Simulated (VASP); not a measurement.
# C (Cmme) in VASP: notebook

The runs below take C through single point, with PBE.

Everything below comes from runs of VASP 6.6.1. Logs are shortened: lines on timing, memory, paths and dates and some standing lists are left out, and cuts for length are marked.

### 1 The cell of the first run

Symmetry: Cmme, No. 67, orthorhombic system. The conventional cell has a = 2.351 Å, b = 4.272 Å, c = 8.707 Å, α = 90.00°, β = 90.00°, γ = 90.00°. C (site symmetry m) has 3 C at 1.37 to 1.42 Å within 1.8 Å.

### 2 Single point, PBE (normal strain along x -0.0467, normal strain along y +0.0000)

Input file INCAR:

```
PREC = Accurate
ENCUT = 520
EDIFF = 1E-6
ISMEAR = 0
SIGMA = 0.15
LREAL = False
LASPH = True
NELM = 60
ALGO = Normal
ISIF = 2
LWAVE = False
LCHARG = True
GGA = PE
LELF = True
LVHAR = True
NBANDS = 16
```

Input file KPOINTS:

```
regular mesh
0
Gamma
  18 18 6
```

Input file POSCAR:

```
C
1.0
    1.1756830526     -2.1360444485      0.0000000000
    1.1756830526      2.1360444485      0.0000000000
    0.0000000000      0.0000000000      8.7070207245
C
4
Direct
    0.0833329406      0.9166670594      0.7503043452
    0.5833329406      0.4166670594      0.2496956548
    0.9166670594      0.0833329406      0.2496956548
    0.4166670594      0.5833329406      0.7503043452
```

Potentials or basis: VASP PAW PBE potentials, release 64 (C).

The run is started by

```console
$ cat potpaw_PBE.64/C/POTCAR > POTCAR
$ mpirun -np 1 vasp_std > vasp.out
```

OUTCAR:

```text
PREC = Accurate
   ENCUT = 520
   EDIFF = 1E-6
   ISMEAR = 0
   LREAL = False
   LASPH = True
   NELM = 60
   ISIF = 2
   GGA = PE

 ion  position               nearest neighbor table
   1  0.083  0.917  0.750-   4 1.37   4 1.37   4 1.42
   2  0.583  0.417  0.250-   3 1.37   3 1.37   3 1.42
   3  0.917  0.083  0.250-   2 1.37   2 1.37   2 1.42
   4  0.417  0.583  0.750-   1 1.37   1 1.37   1 1.42

  LATTYP: Found a base centered orthorhombic cell.
 ALAT       =     2.3513661052
 B/A-ratio  =     1.8168539929
 C/A-ratio  =     3.7029625907

  Lattice vectors:

 A1 = (   1.1756830526,  -2.1360444485,   0.0000000000)
 A2 = (   1.1756830526,   2.1360444485,   0.0000000000)
 A3 = (   0.0000000000,   0.0000000000,   8.7070207245)

Analysis of symmetry for initial positions (statically):
=====================================================================
 Subroutine PRICEL returns:
 Original cell was already a primitive cell.

 Routine SETGRP: Setting up the symmetry group for a
 base centered orthorhombic supercell.

 Subroutine GETGRP returns: Found  8 space group operations
 (whereof  4 operations were pure point group operations)
 out of a pool of  8 trial point group operations.

The static configuration has the point symmetry C_2h.
 The point group associated with its full space group is D_2h.

Analysis of symmetry for dynamics (positions and initial velocities):
=====================================================================
 Subroutine PRICEL returns:
 Original cell was already a primitive cell.

 Routine SETGRP: Setting up the symmetry group for a
 base centered orthorhombic supercell.

 Subroutine GETGRP returns: Found  8 space group operations
 (whereof  4 operations were pure point group operations)
 out of a pool of  8 trial point group operations.

The dynamic configuration has the point symmetry C_2h.
 The point group associated with its full space group is D_2h.

 Subroutine INISYM returns: Found  8 space group operations
 (whereof  4 operations are pure point group operations),
 and found     1 'primitive' translations

----------------------------------------------------------------------------------------

                                     Primitive cell

  volume of cell :      43.7321

  direct lattice vectors                    reciprocal lattice vectors
     1.175683053 -2.136044448  0.000000000     0.425284688 -0.234077526  0.000000000
     1.175683053  2.136044448  0.000000000     0.425284688  0.234077526  0.000000000
     0.000000000  0.000000000  8.707020724     0.000000000  0.000000000  0.114849847

  length of vectors
     2.438219950  2.438219950  8.707020724     0.485447581  0.485447581  0.114849847

  position of ions in fractional coordinates (direct lattice)
     0.083332941  0.916667059  0.750304345
     0.583332941  0.416667059  0.249695655
     0.916667059  0.083332941  0.249695655
     0.416667059  0.583332941  0.750304345

  ion indices of the primitive-cell ions
   primitive index   ion index
                 1           1
                 2           2
                 3           3
                 4           4

----------------------------------------------------------------------------------------

 KPOINTS: regular mesh

Automatic generation of k-mesh.
 Grid dimensions read from file:
 generate k-points for:   18   18    6

 Generating k-lattice:

  Cartesian coordinates                     Fractional coordinates (reciprocal lattice)
     0.023626927 -0.013004307  0.000000000     0.055555556  0.000000000  0.000000000
     0.023626927  0.013004307  0.000000000     0.000000000  0.055555556  0.000000000
     0.000000000  0.000000000  0.019141641     0.000000000  0.000000000  0.166666667

  Length of vectors
     0.026969310  0.026969310  0.019141641

  Shift w.r.t. Gamma in fractional coordinates (k-lattice)
     0.000000000  0.000000000  0.000000000

 Subroutine IBZKPT returns following result:
 ===========================================

 Found    364 irreducible k-points:

 Following reciprocal coordinates:
            Coordinates               Weight
  0.000000  0.000000  0.000000      1.000000
  0.055556  0.000000  0.000000      4.000000
  0.111111  0.000000  0.000000      4.000000
  0.166667  0.000000  0.000000      4.000000
  0.222222  0.000000  0.000000      4.000000
  0.277778  0.000000  0.000000      4.000000
[... 16 lines left out ...]
 -0.277778  0.055556  0.000000      4.000000
 -0.222222  0.055556  0.000000      4.000000
 [... further k-points ...]
   k-points           NKPTS =    364   k-points in BZ     NKDIM =    364   number of bands    NBANDS=     16
   number of dos      NEDOS =    301   number of ions     NIONS =      4
   total plane-waves  NPLWV =  22680
   dimension x,y,z NGX =    18 NGY =   18 NGZ =   70
   dimension x,y,z NGXF=    36 NGYF=   36 NGZF=  140
   ions per type =               4
   NGX,Y,Z   is equivalent  to a cutoff of  12.27, 12.27, 13.37 a.u.
   NGXF,Y,Z  is equivalent  to a cutoff of  24.55, 24.55, 26.73 a.u.
 SYSTEM =  unknown system
   PREC   = accura    normal or accurate (medium, high low for compatibility)
   ISTART =      0    job   : 0-new  1-cont  2-samecut
   ICHARG =      2    charge: 1-file 2-atom 10-const
   ISPIN  =      1    spin polarized calculation?
   LNONCOLLINEAR =      F non collinear calculations
   LSORBIT =      F    spin-orbit coupling
   LASPH  =      T    aspherical Exc in radial PAW
   ENCUT  =  520.0 eV  38.22 Ry    6.18 a.u.   4.53  4.53 16.19*2*pi/ulx,y,z
   NELM   =     60;   NELMIN=  2; NELMDL= -5     # of ELM steps
   EDIFF  = 0.1E-05   stopping-criterion for ELM
   LREAL  =      F    real-space projection
   EDIFFG = 0.1E-04   stopping-criterion for IOM
   NSW    =      0    number of steps for IOM
   IBRION =     -1    ionic relax: 0-MD 1-quasi-New 2-CG
   NFREE  =      0    steps in history (QN), initial steepest desc. (CG)
   ISIF   =      2    stress and relaxation
   ISYM   =      2    0-nonsym 1-usesym 2-fastsym
   POTIM  = 0.5000    time-step for ionic-motion
   TEBEG  =    0.0;   TEEND  =   0.0 temperature during run
   PSTRESS=    0.0 pullay stress
   NELECT =      16.0000    total number of electrons
   NUPDOWN=      -1.0000    fix difference up-down
   EMIN   =  10.00;   EMAX   =-10.00  energy-range for DOS
   EFERMI =   0.00;   METHOD = LEGACY
   ISMEAR =     0;   SIGMA  =   0.15  broadening in eV -4-tet -1-fermi 0-gaus
   EFERMI_NEDOS =   21; number of points for ismear=-14 and -15
   IALGO  =     38    algorithm
   IMIX   =      4    mixing-type and parameters
     AMIX     =   0.40;   BMIX     =  1.00
     AMIX_MAG =   1.60;   BMIX_MAG =  1.00
  volume/ion in A,a.u.               =      10.93        73.78
  Fermi-wavevector in a.u.,A,eV,Ry     =   1.170886  2.212655 18.653249  1.370975
  Thomas-Fermi vector in A             =   2.307338
   LORBIT       =      0    0 simple, 1 ext, 2 COOP (PROOUT), +10 PAW based schemes
   GGA     = PE    functional components
   LHFCALC =     F    Hartree Fock is set to
   AEXX    =    0.0000 exact exchange contribution
   IVDW    =     0    specifies the selected vdW correction
   LEPSILON=     F    determine dielectric tensor
   LRPA    =     F    only Hartree local field effects (RPA)
 non-spin polarized calculation
 Gauss-broadening in eV      SIGMA  =   0.15
  energy-cutoff  :      520.00
  volume of cell :       43.73
 maximum number of plane-waves:      1216
   NGX =  9   NGY =  9   NGZ = 33

 number of electron      16.0000002 magnetization

 Free energy of the ion-electron system (eV)
  ---------------------------------------------------
  ext. energy  EPLUGINS =         0.00000000
  ---------------------------------------------------
  free energy    TOTEN  =       -36.61409830 eV

  energy without entropy =      -36.61405274  energy(sigma->0) =      -36.61407552

 E-fermi :   3.0667     XC(G=0):  -8.7046

 val. band max:        2.8277719014   @ k =   0.3333   0.3333   0.0000
 cond. band min:       3.3378226762   @ k =   0.3333   0.3333   0.0000
 fundamental gap:      0.5100507748
 Fermi energy:         3.0666535583

 k-point     1 :       0.0000    0.0000    0.0000
  band No.  band energies     occupation
      1     -17.0819      2.00000
      2     -17.0546      2.00000
      3      -5.2699      2.00000
      4      -4.8711      2.00000
      5      -0.1235      2.00000
      6      -0.1218      2.00000
[... 8 lines left out ...]
     15      12.6854      0.00000
     16      15.3250      0.00000

 k-point     2 :       0.0556    0.0000    0.0000
  band No.  band energies     occupation
      1     -17.0039      2.00000
      2     -16.9768      2.00000
      3      -5.1744      2.00000
      4      -4.7771      2.00000
      5      -0.3187      2.00000
      6      -0.3172      2.00000
[... 8 lines left out ...]
     15      12.8321      0.00000
     16      15.0479      0.00000

 k-point     3 :       0.1111    0.0000    0.0000
  band No.  band energies     occupation
      1     -16.7704      2.00000
      2     -16.7437      2.00000
      3      -4.8886      2.00000
      4      -4.4961      2.00000
      5      -1.0047      2.00000
      6      -1.0036      2.00000
[... 8 lines left out ...]
     15      13.1788      0.00000
     16      14.2649      0.00000

 k-point     4 :       0.1667    0.0000    0.0000
  band No.  band energies     occupation
      1     -16.3822      2.00000
      2     -16.3565      2.00000
      3      -4.4157      2.00000
      4      -4.0314      2.00000
      5      -2.1809      2.00000
      6      -2.1780      2.00000
[... 8 lines left out ...]
     15      13.6208      0.00000
     16      14.2579      0.00000
[... 324 lines left out ...]
 k-point    22 :      -0.3333    0.0556    0.0000
  band No.  band energies     occupation
      1     -14.7285      2.00000
      2     -14.7063      2.00000
      3      -5.7836      2.00000
      4      -5.7763      2.00000
      5      -3.2101      2.00000
      6      -3.2078      2.00000
[... 8 lines left out ...]
     15      15.5554      0.00000
     16      19.3618      0.00000

 k-point    23 :      -0.2778    0.0556    0.0000
  band No.  band energies     occupation
      1     -15.4857      2.00000
      2     -15.4619      2.00000
      3      -4.2667      2.00000
      4      -4.2616      2.00000
      5      -3.3361      2.00000
      6      -2.9730      2.00000
[... 8 lines left out ...]
     15      14.6857      0.00000
     16      17.3353      0.00000

 k-point    24 :      -0.2222    0.0556    0.0000
  band No.  band energies     occupation
      1     -16.0954      2.00000
      2     -16.0703      2.00000
      3      -4.0698      2.00000
      4      -3.6921      2.00000
      5      -2.8527      2.00000
      6      -2.8501      2.00000
[... 8 lines left out ...]
     15      13.9832      0.00000
     16      15.4856      0.00000

 [... further k-points ...]

------------------------ aborting loop because EDIFF is reached ----------------------------------------

  FORCE on cell =-STRESS in cart. coord.  units (eV):
  Direction    XX          YY          ZZ          XY          YZ          ZX
  --------------------------------------------------------------------------------------
  -------------------------------------------------------------------------------------
  Total       12.3268623      2.1581739     -0.0149022      0.0000000      0.0000000      0.0000000
  in kB      451.6094397     79.0672994     -0.5459611      0.0000000      0.0000000      0.0000000
  external PRESSURE =     176.7102593 kB  Pullay stress =       0.0000000 kB

 VOLUME and BASIS-vectors are now :
 -----------------------------------------------------------------------------
  energy-cutoff  :      520.00
  volume of cell :       43.73
      direct lattice vectors                 reciprocal lattice vectors
     1.175683053 -2.136044448  0.000000000     0.425284688 -0.234077526  0.000000000
     1.175683053  2.136044448  0.000000000     0.425284688  0.234077526  0.000000000
     0.000000000  0.000000000  8.707020724     0.000000000  0.000000000  0.114849847

 POSITION                                       TOTAL-FORCE (eV/Angst)
 -----------------------------------------------------------------------------------
      1.17568      1.78004      6.53292         0.000000     -0.753878     -0.000080
      1.17568     -0.35601      2.17411         0.000000     -0.753878      0.000080
      1.17568     -1.78004      2.17411         0.000000      0.753878      0.000080
      1.17568      0.35601      6.53292         0.000000      0.753878     -0.000080
 -----------------------------------------------------------------------------------
    total drift:                               -0.000000     -0.000000      0.000000

  FREE ENERGIE OF THE ION-ELECTRON SYSTEM (eV)
  ---------------------------------------------------
  free  energy   TOTEN  =       -36.6140982989 eV

  energy  without entropy=      -36.6140527410  energy(sigma->0) =      -36.61407552
```

Run time: 1.9 min. Hardware: 1 thread of AMD EPYC 9R45 (Zen 5), shared host; peak memory 0.26 GiB.

What came out:

| Property | Result |
| --- | --- |
| Free energy | -36.6141 eV |
| Pressure | 17.7 GPa |
| Largest force | 0.754 eV/Å |

Forces in eV/Å, atoms in the order of the input:
```
C    0.000 -0.754  0.000
C    0.000 -0.754  0.000
C    0.000  0.754  0.000
C    0.000  0.754  0.000
```

Stress tensor (GPa, compression positive):
```
45.16  0.00  0.00
 0.00  7.91  0.00
 0.00  0.00 -0.05
```

Caveat: the cell differs from its parent crystal (normal strain along x -0.0467, normal strain along y +0.0000); the stress differs along the axes, from -0 to 45 GPa; this functional lacks dispersion, which binds layers or chains, so the pressure and a relaxed spacing across them are unreliable.

### 3 Single point, PBE (normal strain along x +0.0000, normal strain along y -0.0467)

Input file INCAR:

```
SYSTEM = C
ALGO = Normal
EDIFF = 1E-7
ENCUT = 520
GGA = PE
ISIF = 2
ISMEAR = 0
LASPH = .True.
LCHARG = .False.
LREAL = .False.
LWAVE = .False.
NBANDS = 16
NELM = 100
PREC = Accurate
SIGMA = 0.15
```

Input file KPOINTS:

```
k-points
0
Gamma
  18 18 6
  0 0 0
```

POSCAR, as its differences from that of step 2:

```diff
@@ -2,4 +2,4 @@
 1.0
-    1.1756830526     -2.1360444485      0.0000000000
-    1.1756830526      2.1360444485      0.0000000000
+    1.2332770928     -2.0362911728      0.0000000000
+    1.2332770928      2.0362911728      0.0000000000
     0.0000000000      0.0000000000      8.7070207245
```

Potentials or basis: VASP PAW PBE potentials, release 64 (C).

The run is started by

```console
$ cat potpaw_PBE.64/C/POTCAR > POTCAR
$ mpirun -np 1 vasp_std > vasp.out
```

It took 2.1 min on 1 thread of AMD EPYC 9R45 (Zen 5), shared host; peak memory 0.26 GiB.

Results (log left out):

- Free energy: -36.6132 eV
- Pressure: 17.7 GPa
- Largest force: 0.914 eV/Å

Forces on the atoms (eV/Å):
```
C    0.000  0.914  0.000
C    0.000  0.914  0.000
C    0.000 -0.914  0.000
C    0.000 -0.914  0.000
```

Stress tensor (GPa, compression positive):
```
 7.75  0.00  0.00
 0.00 45.42  0.00
 0.00  0.00 -0.07
```

Caveat: the cell differs from its parent crystal (normal strain along x +0.0000, normal strain along y -0.0467); the stress differs along the axes, from -0 to 45 GPa; this functional lacks dispersion, which binds layers or chains, so the pressure and a relaxed spacing across them are unreliable.
